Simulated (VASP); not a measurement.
Wanted: the native input for a VASP 6.6.1 run.

- Task: single point
- Functional: r2SCAN
- Potentials or basis: VASP PAW PBE potentials, release 64 (Al, Cu)
- Cutoff: 520 eV
- k mesh: 12 × 12 × 12
- Occupations: gaussian, width 0.1 eV
- Spin: no spin polarisation
- Dipole correction: no
- Further INCAR settings: ALGO = Normal; EDIFF = 1e-06; NBANDS = 18

The system is Al3Cu.

```xyz
4
Lattice="3.7269 0.0000 0.0000 0.0000 3.7269 0.0000 0.0000 0.0000 3.7269" Properties=species:S:1:pos:R:3 pbc="T T T"
Al    0.0000    1.8634    1.8634
Al    1.8634    0.0000    1.8634
Al    1.8634    1.8634    0.0000
Cu    0.0000    0.0000    0.0000
```

These files were run (other wordings do the same):

POSCAR

```
Al3Cu
1.0
    3.7268820067      0.0000000000      0.0000000000
    0.0000000000      3.7268820067      0.0000000000
    0.0000000000      0.0000000000      3.7268820067
Al Cu
3 1
Direct
    0.0000000000      0.5000000000      0.5000000000
    0.5000000000      0.0000000000      0.5000000000
    0.5000000000      0.5000000000      0.0000000000
    0.0000000000      0.0000000000      0.0000000000
```

INCAR.step1

```
SYSTEM = Al3Cu
PREC = Accurate
ENCUT = 520
ISMEAR = 0
SIGMA = 0.1
LREAL = .False.
LASPH = .True.
NELM = 60
NBANDS = 18
GGA = PE
ALGO = Normal
EDIFF = 1E-4
LWAVE = .True.
LCHARG = .False.
```

INCAR.step2

```
SYSTEM = Al3Cu
PREC = Accurate
ENCUT = 520
EDIFF = 1E-6
ISMEAR = 0
SIGMA = 0.1
LREAL = .False.
LASPH = .True.
NELM = 60
ALGO = Normal
ISIF = 2
LWAVE = .False.
LCHARG = .False.
METAGGA = R2SCAN
LMIXTAU = .True.
NBANDS = 18
ISTART = 1
```

KPOINTS

```
Automatic mesh
0
Gamma
  12 12 12
  0 0 0
```

Potentials or basis: VASP PAW PBE potentials, release 64 (Al, Cu).

The run is started by

```bash
$ cat potpaw_PBE.64/Al/POTCAR potpaw_PBE.64/Cu/POTCAR > POTCAR
$ cp INCAR.step1 INCAR
$ mpirun -np 1 vasp_std > vasp.out
$ cp INCAR.step2 INCAR
$ mpirun -np 1 vasp_std > vasp.out
```

It gave:

| Item | Value |
| --- | --- |
| Pressure | 17.4 GPa |
| Band gap on the k mesh | zero (bands 10 and 11 overlap by 4.07 eV) |

Caveat: the cell stands under pressure; the PAW data sets were made with another functional, which shifts forces and pressure a little.

Run time: 2 min on 1 thread of AMD EPYC 9R45 96-Core Processor (Zen 5) (shared host), peak memory 0.19 GiB.
